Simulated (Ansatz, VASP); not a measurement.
InP: VASP beside Ansatz

INCAR

```
SYSTEM = InP
PREC = Accurate
ENCUT = 520
EDIFF = 1E-6
ISMEAR = 0
SIGMA = 0.05
LREAL = .FALSE.
LASPH = .TRUE.
NELM = 80
ALGO = Normal
ISIF = 2
LWAVE = .FALSE.
LCHARG = .FALSE.
GGA = B5
ALDAX = 1.0
AGGAX = 1.0
AGGAC = 1.0
ALDAC = 0.0
IVDW = 12
VDW_S6 = 1.0
VDW_S8 = 2.6996
VDW_A1 = 0.4298
VDW_A2 = 4.2359
NBANDS = 16
```

File KPOINTS:

```
Automatic mesh
0
G
  8 8 8
  0 0 0
```

POSCAR

```
InP
1.0
    0.0000000000      2.9929718695      2.9929718695
    2.9929718695      0.0000000000      2.9929718695
    2.9929718695      2.9929718695      0.0000000000
In P
1 1
Direct
    0.0000000000      0.0000000000      0.0000000000
    0.7500000000      0.7500000000      0.7500000000
```

Input for Ansatz:

```yaml
crystal:
  lattice:
    - [0.0, 2.9929718695, 2.9929718695]
    - [2.9929718695, 0.0, 2.9929718695]
    - [2.9929718695, 2.9929718695, 0.0]
  atoms:
    - { symbol: In, position: [0.0, 0.0, 0.0] }
    - { symbol: P, position: [0.75, 0.75, 0.75] }
basis:
  ecutwfc: 420
  ecutrho_ratio: 4
kpoints:
  mp_grid: { grid: [8, 8, 8] }
hamiltonian:
  xc: blyp
  dispersion: d3bj
scf:
  occupations: { method: gaussian, width: 0.05 }
output:
  forces: true
  stress: true
  eigenvalues: true
```

Alike in both runs: task single point; functional BLYP; dispersion D3(BJ); k mesh 8 × 8 × 8; occupations gaussian, width 0.05 eV; no spin polarisation.

|  | VASP | Ansatz |
| --- | --- | --- |
| version | VASP 6.6.1 | Ansatz 0.2.0 |
| potentials or method | VASP PAW PBE potentials, release 64 (In_d, P), cutoff 520 eV | scalar-relativistic, plane waves, PAW |
| valence electrons in the cell | 18 | 18 |

|  | VASP | Ansatz | Ansatz less VASP |
| --- | --- | --- | --- |
| gap on the k mesh at the Fermi level (eV) | 0.27 | 0.24 | -0.028 |
| least direct gap on the mesh (eV) | 0.27 | 0.24 | -0.028 |
| pressure (GPa) | -2.2 | -2.2 | -0.01 |

VASP's potentials were made for PBE, not for BLYP.
